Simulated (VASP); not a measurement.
# Ru (P6_3/mmc) in VASP: a series of runs

Ru is run at these levels: r2SCAN; tasks: single point.

Program: VASP 6.6.1. These are calculated values, not measurements. Logs are shortened: lines on timing, memory, paths and dates and some standing lists are left out, and cuts for length are marked.

## Step 1: The cell of the first run

The structure is hexagonal, space group P6_3/mmc (No. 194). The conventional cell has a = 2.730 Å, b = 2.730 Å, c = 4.304 Å, α = 90.00°, β = 90.00°, γ = 120.00°. Ru (site symmetry -6m2) has 12 Ru at 2.67 to 2.73 Å within 3.5 Å.

## Step 2: Single point, r2SCAN (13.89 Å³/atom)

File POSCAR:

```
Ru
1.0
    2.7304834820      0.0000000000      0.0000000000
   -1.3652417410      2.3646680600      0.0000000000
    0.0000000000      0.0000000000      4.3038595424
Ru
2
Direct
    0.3333333333      0.6666666667      0.2500000000
    0.6666666667      0.3333333333      0.7500000000
```

File INCAR.step1:

```
PREC = Accurate
ENCUT = 520
ISMEAR = 0
SIGMA = 0.1
LREAL = False
LASPH = True
NELM = 60
NBANDS = 21
GGA = PE
ALGO = Normal
EDIFF = 1E-4
LWAVE = True
LCHARG = False
```

File INCAR.step2:

```
PREC = Accurate
ENCUT = 520
EDIFF = 1E-6
ISMEAR = 0
SIGMA = 0.1
LREAL = False
LASPH = True
NELM = 60
ALGO = Normal
ISIF = 2
LWAVE = False
LCHARG = True
METAGGA = R2SCAN
LMIXTAU = True
LELF = True
LVHAR = True
NBANDS = 21
ISTART = 1
```

File KPOINTS:

```
regular mesh
0
Gamma
  18 18 10
```

Potentials or basis: VASP PAW PBE potentials, release 64 (Ru_pv).

Run with:

```sh
$ cat potpaw_PBE.64/Ru_pv/POTCAR > POTCAR
$ cp INCAR.step1 INCAR
$ mpirun -np 1 vasp_std > vasp.out
$ cp INCAR.step2 INCAR
$ mpirun -np 1 vasp_std > vasp.out
```

OUTCAR:

```text
PREC = Accurate
   ENCUT = 520
   EDIFF = 1E-6
   ISMEAR = 0
   LREAL = False
   LASPH = True
   NELM = 60
   ISIF = 2
   METAGGA = R2SCAN
   ISTART = 1

 ion  position               nearest neighbor table
   1  0.333  0.667  0.250-   2 2.67   2 2.67   2 2.67   2 2.67   2 2.67   2 2.67
   2  0.667  0.333  0.750-   1 2.67   1 2.67   1 2.67   1 2.67   1 2.67   1 2.67

  LATTYP: Found a hexagonal cell.
 ALAT       =     2.7304834820
 C/A-ratio  =     1.5762261778

  Lattice vectors:

 A1 = (   2.7304834820,   0.0000000000,   0.0000000000)
 A2 = (  -1.3652417410,   2.3646680600,   0.0000000000)
 A3 = (   0.0000000000,   0.0000000000,   4.3038595424)

Analysis of symmetry for initial positions (statically):
=====================================================================
 Subroutine PRICEL returns:
 Original cell was already a primitive cell.

 Routine SETGRP: Setting up the symmetry group for a
 hexagonal supercell.

 Subroutine GETGRP returns: Found 24 space group operations
 (whereof 12 operations were pure point group operations)
 out of a pool of 24 trial point group operations.

The static configuration has the point symmetry D_3d.
 The point group associated with its full space group is D_6h.

Analysis of symmetry for dynamics (positions and initial velocities):
=====================================================================
 Subroutine PRICEL returns:
 Original cell was already a primitive cell.

 Routine SETGRP: Setting up the symmetry group for a
 hexagonal supercell.

 Subroutine GETGRP returns: Found 24 space group operations
 (whereof 12 operations were pure point group operations)
 out of a pool of 24 trial point group operations.

The dynamic configuration has the point symmetry D_3d.
 The point group associated with its full space group is D_6h.

 Subroutine INISYM returns: Found 24 space group operations
 (whereof 12 operations are pure point group operations),
 and found     1 'primitive' translations

----------------------------------------------------------------------------------------

                                     Primitive cell

  volume of cell :      27.7887

  direct lattice vectors                    reciprocal lattice vectors
     2.730483482  0.000000000  0.000000000     0.366235506  0.211446168  0.000000000
    -1.365241741  2.364668060  0.000000000     0.000000000  0.422892336  0.000000000
     0.000000000  0.000000000  4.303859542     0.000000000  0.000000000  0.232349590

  length of vectors
     2.730483482  2.730483482  4.303859542     0.422892336  0.422892336  0.232349590

  position of ions in fractional coordinates (direct lattice)
     0.333333333  0.666666667  0.250000000
     0.666666667  0.333333333  0.750000000

  ion indices of the primitive-cell ions
   primitive index   ion index
                 1           1
                 2           2

----------------------------------------------------------------------------------------

 KPOINTS: regular mesh

Automatic generation of k-mesh.
 Grid dimensions read from file:
 generate k-points for:   18   18   10

 Generating k-lattice:

  Cartesian coordinates                     Fractional coordinates (reciprocal lattice)
     0.020346417  0.011747009  0.000000000     0.055555556  0.000000000  0.000000000
     0.000000000  0.023494019  0.000000000     0.000000000  0.055555556  0.000000000
     0.000000000  0.000000000  0.023234959     0.000000000  0.000000000  0.100000000

  Length of vectors
     0.023494019  0.023494019  0.023234959

  Shift w.r.t. Gamma in fractional coordinates (k-lattice)
     0.000000000  0.000000000  0.000000000

 Subroutine IBZKPT returns following result:
 ===========================================

 Found    222 irreducible k-points:

 Following reciprocal coordinates:
            Coordinates               Weight
  0.000000  0.000000  0.000000      1.000000
  0.055556 -0.000000  0.000000      6.000000
  0.111111 -0.000000  0.000000      6.000000
  0.166667 -0.000000  0.000000      6.000000
  0.222222 -0.000000  0.000000      6.000000
  0.277778  0.000000  0.000000      6.000000
[... 16 lines left out ...]
  0.333333  0.111111  0.000000     12.000000
  0.388889  0.111111  0.000000     12.000000
 [... further k-points ...]
   k-points           NKPTS =    222   k-points in BZ     NKDIM =    222   number of bands    NBANDS=     21
   number of dos      NEDOS =    301   number of ions     NIONS =      2
   total plane-waves  NPLWV =  12800
   dimension x,y,z NGX =    20 NGY =   20 NGZ =   32
   dimension x,y,z NGXF=    40 NGYF=   40 NGZF=   64
   ions per type =               2
   NGX,Y,Z   is equivalent  to a cutoff of  12.18, 12.18, 12.36 a.u.
   NGXF,Y,Z  is equivalent  to a cutoff of  24.35, 24.35, 24.72 a.u.
 SYSTEM =  unknown system
   PREC   = accura    normal or accurate (medium, high low for compatibility)
   ISTART =      1    job   : 0-new  1-cont  2-samecut
   ICHARG =      0    charge: 1-file 2-atom 10-const
   ISPIN  =      1    spin polarized calculation?
   LNONCOLLINEAR =      F non collinear calculations
   LSORBIT =      F    spin-orbit coupling
   LASPH  =      T    aspherical Exc in radial PAW
   ENCUT  =  520.0 eV  38.22 Ry    6.18 a.u.   5.08  5.08  8.00*2*pi/ulx,y,z
   NELM   =     60;   NELMIN=  2; NELMDL=  0     # of ELM steps
   EDIFF  = 0.1E-05   stopping-criterion for ELM
   LREAL  =      F    real-space projection
[... 7 lines left out ...]
   TEBEG  =    0.0;   TEEND  =   0.0 temperature during run
   PSTRESS=    0.0 pullay stress
   NELECT =      28.0000    total number of electrons
   NUPDOWN=      -1.0000    fix difference up-down
   EMIN   =  10.00;   EMAX   =-10.00  energy-range for DOS
   EFERMI =   0.00;   METHOD = LEGACY
   ISMEAR =     0;   SIGMA  =   0.10  broadening in eV -4-tet -1-fermi 0-gaus
   EFERMI_NEDOS =   21; number of points for ismear=-14 and -15
   IALGO  =     38    algorithm
   IMIX   =      4    mixing-type and parameters
     AMIX     =   0.40;   BMIX     =  1.00
     AMIX_MAG =   1.60;   BMIX_MAG =  1.00
  volume/ion in A,a.u.               =      13.89        93.76
  Fermi-wavevector in a.u.,A,eV,Ry     =   1.641238  3.101490 36.649499  2.693662
  Thomas-Fermi vector in A             =   2.731742
   LORBIT       =      0    0 simple, 1 ext, 2 COOP (PROOUT), +10 PAW based schemes
   METAGGA = R2SCAN    functional components
   LHFCALC =     F    Hartree Fock is set to
   AEXX    =    0.0000 exact exchange contribution
   IVDW    =     0    specifies the selected vdW correction
   LEPSILON=     F    determine dielectric tensor
   LRPA    =     F    only Hartree local field effects (RPA)
 non-spin polarized calculation
 Gauss-broadening in eV      SIGMA  =   0.10
  energy-cutoff  :      520.00
  volume of cell :       27.79
 maximum number of plane-waves:       768
   NGX = 11   NGY = 11   NGZ = 17

 number of electron      28.0000013 magnetization

 Free energy of the ion-electron system (eV)
  ---------------------------------------------------
  ext. energy  EPLUGINS =         0.00000000
  ---------------------------------------------------
  free energy    TOTEN  =       -50.84248588 eV

  energy without entropy =      -50.83328509  energy(sigma->0) =      -50.83788549

 E-fermi :  12.3023     XC(G=0): -15.2429

 val. band max:       12.2998443866   @ k =   0.1667   0.1111   0.3000
 cond. band min:      12.3219408966   @ k =   0.2222   0.1111   0.1000
 fundamental gap:      0.0220965101
 Fermi energy:        12.3022985883

 k-point     1 :       0.0000    0.0000    0.0000
  band No.  band energies     occupation
      1     -32.6893      2.00000
      2     -31.7556      2.00000
      3     -31.7556      2.00000
      4     -31.5816      2.00000
      5     -31.5816      2.00000
      6     -31.5360      2.00000
[... 13 lines left out ...]
     20      20.7098      0.00000
     21      22.9028      0.00000

 k-point     2 :       0.0556   -0.0000    0.0000
  band No.  band energies     occupation
      1     -32.6787      2.00000
      2     -31.7777      2.00000
      3     -31.7631      2.00000
      4     -31.6049      2.00000
      5     -31.5846      2.00000
      6     -31.5410      2.00000
[... 13 lines left out ...]
     20      20.7100      0.00000
     21      22.8853      0.00000

 k-point     3 :       0.1111   -0.0000    0.0000
  band No.  band energies     occupation
      1     -32.6476      2.00000
      2     -31.8416      2.00000
      3     -31.7846      2.00000
      4     -31.6713      2.00000
      5     -31.5934      2.00000
      6     -31.5560      2.00000
[... 13 lines left out ...]
     20      20.7100      0.00000
     21      22.8306      0.00000

 k-point     4 :       0.1667   -0.0000    0.0000
  band No.  band energies     occupation
      1     -32.5978      2.00000
      2     -31.9395      2.00000
      3     -31.8165      2.00000
      4     -31.7712      2.00000
      5     -31.6077      2.00000
      6     -31.5810      2.00000
[... 13 lines left out ...]
     20      20.7100      0.00000
     21      22.7397      0.00000

 k-point     5 :       0.2222   -0.0000    0.0000
  band No.  band energies     occupation
      1     -32.5324      2.00000
      2     -32.0597      2.00000
      3     -31.8908      2.00000
      4     -31.8546      2.00000
      5     -31.6262      2.00000
      6     -31.6159      2.00000
[... 13 lines left out ...]
     20      20.7099      0.00000
     21      22.6272      0.00000
[... 382 lines left out ...]
     20      21.1065      0.00000
     21      22.5971      0.00000

 k-point    22 :       0.2778    0.1111    0.0000
  band No.  band energies     occupation
      1     -32.3500      2.00000
      2     -32.2943      2.00000
      3     -32.1592      2.00000
      4     -31.9428      2.00000
      5     -31.7269      2.00000
      6     -31.7166      2.00000
[... 13 lines left out ...]
     20      22.4711      0.00000
     21      22.5346      0.00000

 k-point    23 :       0.3333    0.1111    0.0000
  band No.  band energies     occupation
      1     -32.3861      2.00000
      2     -32.2713      2.00000
      3     -32.2205      2.00000
      4     -31.9898      2.00000
      5     -31.7819      2.00000
      6     -31.7374      2.00000
[... 13 lines left out ...]
     20      21.4825      0.00000
     21      23.4694      0.00000

 k-point    24 :       0.3889    0.1111    0.0000
  band No.  band energies     occupation
      1     -32.4457      2.00000
      2     -32.2604      2.00000
      3     -32.2075      2.00000
      4     -32.0201      2.00000
      5     -31.8303      2.00000
      6     -31.7508      2.00000
[... 13 lines left out ...]
     20      20.7099      0.00000
     21      23.8322      0.00000

 [... further k-points ...]

------------------------ aborting loop because EDIFF is reached ----------------------------------------

  FORCE on cell =-STRESS in cart. coord.  units (eV):
  Direction    XX          YY          ZZ          XY          YZ          ZX
  --------------------------------------------------------------------------------------
  -------------------------------------------------------------------------------------
  Total       -1.3912976     -1.3912976     -1.3637801      0.0000000     -0.0000000      0.0000000
  in kB      -80.2163293    -80.2163293    -78.6297894      0.0000000     -0.0000000      0.0000000
  external PRESSURE =     -79.6874827 kB  Pullay stress =       0.0000000 kB

 VOLUME and BASIS-vectors are now :
 -----------------------------------------------------------------------------
  energy-cutoff  :      520.00
  volume of cell :       27.79
      direct lattice vectors                 reciprocal lattice vectors
     2.730483482  0.000000000  0.000000000     0.366235506  0.211446168  0.000000000
    -1.365241741  2.364668060  0.000000000     0.000000000  0.422892336  0.000000000
     0.000000000  0.000000000  4.303859542     0.000000000  0.000000000  0.232349590

 POSITION                                       TOTAL-FORCE (eV/Angst)
 -----------------------------------------------------------------------------------
     -0.00000      1.57645      1.07596         0.000000     -0.000000      0.000000
      1.36524      0.78822      3.22789        -0.000000      0.000000      0.000000
 -----------------------------------------------------------------------------------
    total drift:                               -0.000000      0.000000     -0.000000

  FREE ENERGIE OF THE ION-ELECTRON SYSTEM (eV)
  ---------------------------------------------------
  free  energy   TOTEN  =       -50.8424858772 eV

  energy  without entropy=      -50.8332850938  energy(sigma->0) =      -50.83788549
```

It took 2.2 min on 1 thread of Intel Xeon 6975P-C (Granite Rapids), shared host; peak memory 0.21 GiB.

Results:

```yaml
Free_energy: -50.8425 eV
Pressure: -8.0 GPa
Band_gap_on_the_k_mesh: zero (bands 14 and 15 overlap by 3.15 eV)
```

Levels at points of the mesh, in eV from the Fermi level:
| k point | band 12 | band 13 | band 14 | band 15 | band 16 | band 17 |
| --- | --- | --- | --- | --- | --- | --- |
| (0.00, 0.00, 0.00) | -1.92 | -1.92 | -1.43 | -1.43 | 1.20 | 1.20 |
| (0.50, 0.00, 0.00) | -1.84 | -1.50 | 1.41 | 1.83 | 1.93 | 4.10 |
| (0.00, 0.00, 0.50) | -2.79 | -2.72 | -2.72 | 0.55 | 0.55 | 0.55 |
| (0.50, 0.00, 0.50) | -1.08 | 0.45 | 0.45 | 1.67 | 1.67 | 3.45 |

Caveat: the cell stands under tension; the PAW data sets were made with another functional, which shifts forces and pressure a little.

(Part 1 of 2 ends here.)
